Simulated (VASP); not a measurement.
# C (P6_3/mmc) in VASP: further runs

Runs on C. Level: r2SCAN. Tasks: relaxation of the atoms.

Everything below comes from runs of VASP 6.6.1. Logs are shortened: lines on timing, memory, paths and dates and some standing lists are left out, and cuts for length are marked.

### 1 The cell of the first run

It takes space group P6_3/mmc (No. 194, hexagonal). Conventional cell: a = 2.504 Å, b = 2.504 Å, c = 4.231 Å, α = 90.00°, β = 90.00°, γ = 120.00°. C (site symmetry 3m) has 4 C at 1.54 to 1.59 Å within 2.1 Å.

### 2 Relaxation of the atoms, r2SCAN (strained cell)

Input file POSCAR:

```
C
1.0
    2.5042081208      0.0000000000      0.0000000000
   -1.2521040604      2.1687078490      0.0000000000
    0.0000000000      0.0000000000      4.2313878940
C
4
Direct
    0.3333333333      0.6666666667     -0.0004103490
    0.6666666667      0.3333333333      0.4995896510
    0.3333333333      0.6666666667      0.3744103490
    0.6666666667      0.3333333333      0.8744103490
```

Input file INCAR.step1:

```
PREC = Accurate ; ENCUT = 520
ISMEAR = 0 ; SIGMA = 0.02
LREAL = F ; LASPH = T
NELM = 80 ; GGA = PE
ALGO = Normal ; EDIFF = 1E-4
LWAVE = T ; LCHARG = F
```

Input file INCAR.step2:

```
PREC = Accurate ; ENCUT = 520
EDIFF = 1E-6 ; ISMEAR = 0
SIGMA = 0.02 ; LREAL = F
LASPH = T ; NELM = 80
ALGO = Normal ; ISIF = 2
LWAVE = F ; LCHARG = F
METAGGA = R2SCAN ; LMIXTAU = T
IBRION = 2 ; NSW = 60
EDIFFG = -0.002 ; ISTART = 1
```

Input file KPOINTS:

```
regular mesh
0
Gamma
  9 9 6
```

Potentials or basis: VASP PAW PBE potentials, release 64 (C).

Run with:

```console
$ cat potpaw_PBE.64/C/POTCAR > POTCAR
$ cp INCAR.step1 INCAR
$ mpirun -np 1 vasp_std > vasp.out
$ cp INCAR.step2 INCAR
$ mpirun -np 1 vasp_std > vasp.out
```

OUTCAR:

```text
PREC = Accurate
   ENCUT = 520
   EDIFF = 1E-6
   ISMEAR = 0
   LREAL = F
   LASPH = T
   NELM = 80
   ISIF = 2
   METAGGA = R2SCAN
   IBRION = 2
   NSW = 60
   EDIFFG = -0.002
   ISTART = 1

 ion  position               nearest neighbor table
   1  0.333  0.667  1.000-   4 1.54   4 1.54   4 1.54   3 1.59
   2  0.667  0.333  0.500-   3 1.54   3 1.54   3 1.54   4 1.59
   3  0.333  0.667  0.374-   2 1.54   2 1.54   2 1.54   1 1.59
   4  0.667  0.333  0.874-   1 1.54   1 1.54   1 1.54   2 1.59

  LATTYP: Found a hexagonal cell.
 ALAT       =     2.5042081208
 C/A-ratio  =     1.6897109545

  Lattice vectors:

 A1 = (   2.5042081208,   0.0000000000,   0.0000000000)
 A2 = (  -1.2521040604,   2.1687078490,   0.0000000000)
 A3 = (   0.0000000000,   0.0000000000,   4.2313878940)

Analysis of symmetry for initial positions (statically):
=====================================================================
 Subroutine PRICEL returns:
 Original cell was already a primitive cell.

 Routine SETGRP: Setting up the symmetry group for a
 hexagonal supercell.

 Subroutine GETGRP returns: Found 24 space group operations
 (whereof  6 operations were pure point group operations)
 out of a pool of 24 trial point group operations.

The static configuration has the point symmetry C_3v.
 The point group associated with its full space group is D_6h.

Analysis of symmetry for dynamics (positions and initial velocities):
=====================================================================
 Subroutine PRICEL returns:
 Original cell was already a primitive cell.

 Routine SETGRP: Setting up the symmetry group for a
 hexagonal supercell.

 Subroutine GETGRP returns: Found 24 space group operations
 (whereof  6 operations were pure point group operations)
 out of a pool of 24 trial point group operations.

The dynamic configuration has the point symmetry C_3v.
 The point group associated with its full space group is D_6h.

 Subroutine INISYM returns: Found 24 space group operations
 (whereof  6 operations are pure point group operations),
 and found     1 'primitive' translations

----------------------------------------------------------------------------------------

                                     Primitive cell

  volume of cell :      22.9802

  direct lattice vectors                    reciprocal lattice vectors
     2.504208121  0.000000000  0.000000000     0.399327832  0.230552031  0.000000000
    -1.252104060  2.168707849  0.000000000     0.000000000  0.461104063  0.000000000
     0.000000000  0.000000000  4.231387894     0.000000000  0.000000000  0.236329078

  length of vectors
     2.504208121  2.504208121  4.231387894     0.461104063  0.461104063  0.236329078

  position of ions in fractional coordinates (direct lattice)
     0.333333333  0.666666667  0.999589651
     0.666666667  0.333333333  0.499589651
     0.333333333  0.666666667  0.374410349
     0.666666667  0.333333333  0.874410349

  ion indices of the primitive-cell ions
   primitive index   ion index
                 1           1
                 2           2
                 3           3
                 4           4

----------------------------------------------------------------------------------------

 KPOINTS: regular mesh

Automatic generation of k-mesh.
 Grid dimensions read from file:
 generate k-points for:    9    9    6

 Generating k-lattice:

  Cartesian coordinates                     Fractional coordinates (reciprocal lattice)
     0.044369759  0.025616892  0.000000000     0.111111111 -0.000000000  0.000000000
     0.000000000  0.051233785  0.000000000     0.000000000  0.111111111  0.000000000
     0.000000000  0.000000000  0.039388180     0.000000000  0.000000000  0.166666667

  Length of vectors
     0.051233785  0.051233785  0.039388180

  Shift w.r.t. Gamma in fractional coordinates (k-lattice)
     0.000000000  0.000000000  0.000000000

 Subroutine IBZKPT returns following result:
 ===========================================

 Found     48 irreducible k-points:

 Following reciprocal coordinates:
            Coordinates               Weight
  0.000000  0.000000  0.000000      1.000000
  0.111111 -0.000000  0.000000      6.000000
  0.222222  0.000000  0.000000      6.000000
  0.333333  0.000000  0.000000      6.000000
  0.444444  0.000000  0.000000      6.000000
  0.111111  0.111111  0.000000      6.000000
[... 16 lines left out ...]
  0.333333  0.222222  0.166667     24.000000
  0.333333  0.333333  0.166667      4.000000
 [... further k-points ...]
   k-points           NKPTS =     48   k-points in BZ     NKDIM =     48   number of bands    NBANDS=     12
   number of dos      NEDOS =    301   number of ions     NIONS =      4
   total plane-waves  NPLWV =  12800
   dimension x,y,z NGX =    20 NGY =   20 NGZ =   32
   dimension x,y,z NGXF=    40 NGYF=   40 NGZF=   64
   ions per type =               4
   NGX,Y,Z   is equivalent  to a cutoff of  13.28, 13.28, 12.57 a.u.
   NGXF,Y,Z  is equivalent  to a cutoff of  26.55, 26.55, 25.14 a.u.
 SYSTEM =  unknown system
   PREC   = accura    normal or accurate (medium, high low for compatibility)
   ISTART =      1    job   : 0-new  1-cont  2-samecut
   ICHARG =      0    charge: 1-file 2-atom 10-const
   ISPIN  =      1    spin polarized calculation?
   LNONCOLLINEAR =      F non collinear calculations
   LSORBIT =      F    spin-orbit coupling
   LASPH  =      T    aspherical Exc in radial PAW
   ENCUT  =  520.0 eV  38.22 Ry    6.18 a.u.   4.66  4.66  7.87*2*pi/ulx,y,z
   NELM   =     80;   NELMIN=  2; NELMDL=  0     # of ELM steps
   EDIFF  = 0.1E-05   stopping-criterion for ELM
   LREAL  =      F    real-space projection
   EDIFFG = -.2E-02   stopping-criterion for IOM
   NSW    =     60    number of steps for IOM
   IBRION =      2    ionic relax: 0-MD 1-quasi-New 2-CG
   NFREE  =      1    steps in history (QN), initial steepest desc. (CG)
   ISIF   =      2    stress and relaxation
   ISYM   =      2    0-nonsym 1-usesym 2-fastsym
   POTIM  = 0.5000    time-step for ionic-motion
   TEBEG  =    0.0;   TEEND  =   0.0 temperature during run
   PSTRESS=    0.0 pullay stress
   NELECT =      16.0000    total number of electrons
   NUPDOWN=      -1.0000    fix difference up-down
   EMIN   =  10.00;   EMAX   =-10.00  energy-range for DOS
   EFERMI =   0.00;   METHOD = LEGACY
   ISMEAR =     0;   SIGMA  =   0.02  broadening in eV -4-tet -1-fermi 0-gaus
   EFERMI_NEDOS =   21; number of points for ismear=-14 and -15
   IALGO  =     38    algorithm
   IMIX   =      4    mixing-type and parameters
     AMIX     =   0.40;   BMIX     =  1.00
     AMIX_MAG =   1.60;   BMIX_MAG =  1.00
  volume/ion in A,a.u.               =       5.75        38.77
  Fermi-wavevector in a.u.,A,eV,Ry     =   1.450987  2.741967 28.645189  2.105362
  Thomas-Fermi vector in A             =   2.568536
   LORBIT       =      0    0 simple, 1 ext, 2 COOP (PROOUT), +10 PAW based schemes
   METAGGA = R2SCAN    functional components
   LHFCALC =     F    Hartree Fock is set to
   AEXX    =    0.0000 exact exchange contribution
   IVDW    =     0    specifies the selected vdW correction
   LEPSILON=     F    determine dielectric tensor
   LRPA    =     F    only Hartree local field effects (RPA)
 conjugate gradient relaxation of ions
 non-spin polarized calculation
 Gauss-broadening in eV      SIGMA  =   0.02
  energy-cutoff  :      520.00
  volume of cell :       22.98
 maximum number of plane-waves:       640
 NGX is ok and might be reduce to    20
   NGX =  9   NGY =  9   NGZ = 15

--------------------------------------- Ionic step        1  -------------------------------------------

 number of electron      16.0000001 magnetization

 Free energy of the ion-electron system (eV)
  ---------------------------------------------------
  ext. energy  EPLUGINS =         0.00000000
  ---------------------------------------------------
  free energy    TOTEN  =       -39.18657875 eV

  energy without entropy =      -39.18657875  energy(sigma->0) =      -39.18657875

------------------------ aborting loop because EDIFF is reached ----------------------------------------

  FORCE on cell =-STRESS in cart. coord.  units (eV):
  Direction    XX          YY          ZZ          XY          YZ          ZX
  --------------------------------------------------------------------------------------
  -------------------------------------------------------------------------------------
  Total        0.0665481      0.0665481     -2.6059820      0.0000000      0.0000000      0.0000000
  in kB        4.6397219      4.6397219   -181.6885994      0.0000000      0.0000000      0.0000000
  external PRESSURE =     -57.4697186 kB  Pullay stress =       0.0000000 kB
[... 61 lines left out ...]
  energy  without entropy=      -39.1865654796  energy(sigma->0) =      -39.18656548

--------------------------------------- Ionic step        3  -------------------------------------------

 number of electron      16.0000001 magnetization

 Free energy of the ion-electron system (eV)
  ---------------------------------------------------
  ext. energy  EPLUGINS =         0.00000000
  ---------------------------------------------------
  free energy    TOTEN  =       -39.18657921 eV

  energy without entropy =      -39.18657921  energy(sigma->0) =      -39.18657921

 E-fermi :   9.9733     XC(G=0): -14.1822

 val. band max:        9.7982849781   @ k =   0.0000   0.0000   0.0000
 cond. band min:      13.4210451643   @ k =   0.3333   0.3333   0.0000
 fundamental gap:      3.6227601862
 Fermi energy:         9.9732838353

 k-point     1 :       0.0000    0.0000    0.0000
  band No.  band energies     occupation
      1     -13.0161      2.00000
      2      -7.5730      2.00000
      3      -4.3578      2.00000
      4       6.7356      2.00000
      5       6.7356      2.00000
      6       9.3415      2.00000
      7       9.7983      2.00000
      8       9.7983      2.00000
      9      14.9265      0.00000
     10      15.1698      0.00000
     11      15.1698      0.00000
     12      18.4687      0.00000
[... 331 lines left out ...]
 k-point    24 :       0.3333    0.3333    0.1667
  band No.  band energies     occupation
      1      -5.4062      2.00000
      2      -5.4062      2.00000
      3      -1.4337      2.00000
      4      -1.4271      2.00000
      5      -1.4271      2.00000
      6       1.9593      2.00000
      7       3.2881      2.00000
      8       3.2881      2.00000
      9      14.2372      0.00000
     10      20.1076      0.00000
     11      20.1076      0.00000
     12      23.1431      0.00000

 [... further k-points ...]
[... 5 lines left out ...]
  --------------------------------------------------------------------------------------
  -------------------------------------------------------------------------------------
  Total        0.0695750      0.0695750     -2.6064145     -0.0000000     -0.0000000      0.0000000
  in kB        4.8507561      4.8507561   -181.7187569     -0.0000000     -0.0000000      0.0000000
  external PRESSURE =     -57.3390815 kB  Pullay stress =       0.0000000 kB
[... 19 lines left out ...]
  FREE ENERGIE OF THE ION-ELECTRON SYSTEM (eV)
  ---------------------------------------------------
  free  energy   TOTEN  =       -39.1865792060 eV

  energy  without entropy=      -39.1865792060  energy(sigma->0) =      -39.18657921

 reached required accuracy - stopping structural energy minimisation
```

It took 53 s on 1 thread of AMD EPYC 9R45 (Zen 5), shared host; peak memory 0.1 GiB.

Results:

* Free energy: -39.1866 eV
* Energy gained by relaxing: 0.0 meV/atom
* Ionic steps: 3
* Pressure after relaxing: -5.7 GPa
* Band gap on the k mesh: 3.62 eV, indirect (least direct gap 5.13 eV)

Stress tensor (GPa, compression positive):
```
  0.49   0.00   0.00
  0.00   0.49   0.00
  0.00   0.00 -18.17
```

Final structure:
```yaml
crystal:
  lattice:
    - [2.50421, 0.00000, 0.00000]
    - [-1.25210, 2.16871, 0.00000]
    - [0.00000, 0.00000, 4.23139]
  atoms:
    - { symbol: C, position: [0.33333, 0.66667, 0.99962] }
    - { symbol: C, position: [0.66667, 0.33333, 0.49962] }
    - { symbol: C, position: [0.33333, 0.66667, 0.37438] }
    - { symbol: C, position: [0.66667, 0.33333, 0.87438] }
```

Caveat: the cell differs from its parent crystal (strained cell); the PAW data sets were made with another functional, which shifts forces and pressure a little. A k mesh can miss the band edges.

[end of part 1 of 2]
